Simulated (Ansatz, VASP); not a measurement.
# Two plane-wave programs on Fe

The input INCAR:

```
SYSTEM = Fe
  PREC = Accurate
  ENCUT = 520
  EDIFF = 1E-6
  ISMEAR = 0
  SIGMA = 0.05
  LREAL = .False.
  LASPH = .True.
  NELM = 150
  ALGO = Fast
  ISIF = 2
  LWAVE = .False.
  LCHARG = .True.
  ISPIN = 2
  MAGMOM = 1.96
  LORBIT = 11
  LMAXMIX = 4
  GGA = PS
  LELF = .True.
  LVHAR = .True.
  NBANDS = 14
```

The input KPOINTS:

```
Automatic mesh
0
Gamma
  24 24 24
  0 0 0
```

File POSCAR:

```
Fe
1.0
   -1.2949157760      1.2949157760      1.2949157760
    1.2949157760     -1.2949157760      1.2949157760
    1.2949157760      1.2949157760     -1.2949157760
Fe
1
Direct
    0.0000000000      0.0000000000      0.0000000000
```

Input for Ansatz:

```yaml
crystal:
  lattice:
    - [-1.294915776, 1.294915776, 1.294915776]
    - [1.294915776, -1.294915776, 1.294915776]
    - [1.294915776, 1.294915776, -1.294915776]
  atoms:
    - { symbol: Fe, position: [0.0, 0.0, 0.0], spin: 1.96 }
basis:
  ecutwfc: 420
  ecutrho_ratio: 4
kpoints:
  mp_grid: { grid: [24, 24, 24] }
hamiltonian:
  xc: pbesol
scf:
  occupations: { method: gaussian, width: 0.05 }
output:
  forces: true
  stress: true
  eigenvalues: true
  populations: true
magnetization:
  spin_polarized: true
```

Alike in both runs: task single point; functional PBEsol; k mesh 24 × 24 × 24; occupations gaussian, width 0.05 eV; collinear spin.

|  | VASP | Ansatz |
| --- | --- | --- |
| version | VASP 6.6.1 | Ansatz 0.2.0 |
| potentials or method | VASP PAW PBE potentials, release 64 (Fe), cutoff 520 eV | scalar-relativistic, plane waves, PAW |
| valence electrons in the cell | 8 | 16 |

```csv
,VASP,Ansatz,Ansatz less VASP
gap on the k mesh at the Fermi level (eV),none,none,-
net moment per atom (μB),1.69,1.68,-0.005
size of the moment on the site where the two differ most (μB),1.64,1.68,+0.035
```

VASP's potentials were made for PBE, not for PBEsol. Site moments also hang on the region over which each program counts them. A gap of «none» marks a metal or a gap that the smearing closes. With one functional, cell and mesh, what is left measures potentials, basis and numerics. VASP's potentials hold 8 valence electrons a cell and Ansatz's 16, so a difference there can come from the potentials and not from the codes.
